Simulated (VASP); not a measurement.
## KI: single point with HSE06

KI:

```xyz
2
Lattice="0.0000 3.6431 3.6431 3.6431 0.0000 3.6431 3.6431 3.6431 0.0000" Properties=species:S:1:pos:R:3 pbc="T T T"
K     0.0000    0.0000    0.0000
I     3.6431    3.6431    3.6431
```

This cell differs from its parent crystal: strain +2.8%.

| Property | Result |
| --- | --- |
| Program | VASP 6.6.1 |
| Task | single point |
| Functional | HSE06 |
| Potentials or basis | VASP PAW PBE potentials, release 64 (K_sv, I) |
| Cutoff | 520 eV |
| k mesh | 4 × 4 × 4 |
| Occupations | gaussian, width 0.01 eV |
| Spin | no spin polarisation |
| Dipole correction | no |
| Grid for exact exchange (PRECFOCK) | Normal |
| Further INCAR settings | ALGO = Normal; EDIFF = 1e-07; NBANDS = 15 |
| Share of exact exchange | 0.25 |
| Screening parameter | 0.2079 1/Å |

The pressure is -0.6 GPa and the band gap on the k mesh is 4.74 eV.

Levels at points of the mesh, in eV from the valence-band top:
```tsv
k point	band 4	band 5	band 6	band 7	band 8	band 9	band 10	band 11	band 12	band 13
(0.00, 0.00, 0.00)	-13.13	-11.25	0.00	0.00	0.00	4.74	7.65	7.65	7.65	8.43
(0.50, 0.00, 0.00)	-13.13	-11.05	-1.18	-0.28	-0.28	6.38	8.57	9.03	9.03	9.93
(0.50, 0.50, 0.00)	-13.14	-11.13	-0.92	-0.34	-0.34	6.06	6.61	9.35	9.43	9.84
```

Wall time 12 min on 1 thread of Intel(R) Xeon(R) Platinum 8488C (Sapphire Rapids), on a shared host, peak memory 0.36 GiB.

Caveat: the cell differs from its parent crystal (strain +2.8%); the PAW data sets were made with another functional, which shifts forces and pressure a little; spin-orbit coupling is left out, which moves the levels of the heavy elements.
